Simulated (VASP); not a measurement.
CdS (Hawleyite): single point with revPBE+D3(BJ)

The system is CdS (Hawleyite).

```xyz
2
Lattice="0.0000 2.9165 2.9165 2.9165 0.0000 2.9165 2.9165 2.9165 0.0000" Properties=species:S:1:pos:R:3 pbc="T T T"
Cd    0.0000    0.0000    0.0000
S     4.3748    4.3748    4.3748
```

```yaml
Program: VASP 6.6.1
Task: single point
Functional: revPBE
Dispersion: D3(BJ)
Potentials_or_basis: VASP PAW PBE potentials, release 64 (Cd, S)
Cutoff: 520 eV
k_mesh: 8 × 8 × 8
Occupations: fermi-dirac, width 0.05 eV
Spin: no spin polarisation
```

| Quantity | Value |
| --- | --- |
| Pressure | 0.4 GPa |
| Band gap on the k mesh | 1.29 eV, direct |
| Dispersion energy per atom | -0.591 eV |

Levels at points of the mesh, in eV from the valence-band top:
| k point | band 7 | band 8 | band 9 | band 10 | band 11 | band 12 |
| --- | --- | --- | --- | --- | --- | --- |
| (0.00, 0.00, 0.00) | 0.00 | 0.00 | 0.00 | 1.29 | 6.60 | 6.60 |
| (0.50, 0.00, 0.00) | -4.36 | -0.75 | -0.75 | 3.12 | 7.07 | 7.07 |
| (0.50, 0.50, 0.00) | -3.92 | -1.86 | -1.86 | 3.69 | 4.43 | 9.39 |

Wall time 21 s on 1 thread of Intel(R) Xeon(R) Platinum 8375C CPU @ 2.90GHz (Ice Lake), with other jobs on the host, peak memory 0.19 GiB.

Caveat: the PAW data sets were made with another functional, which shifts forces and pressure a little. As with any semilocal functional, this revPBE gap is likely too small.
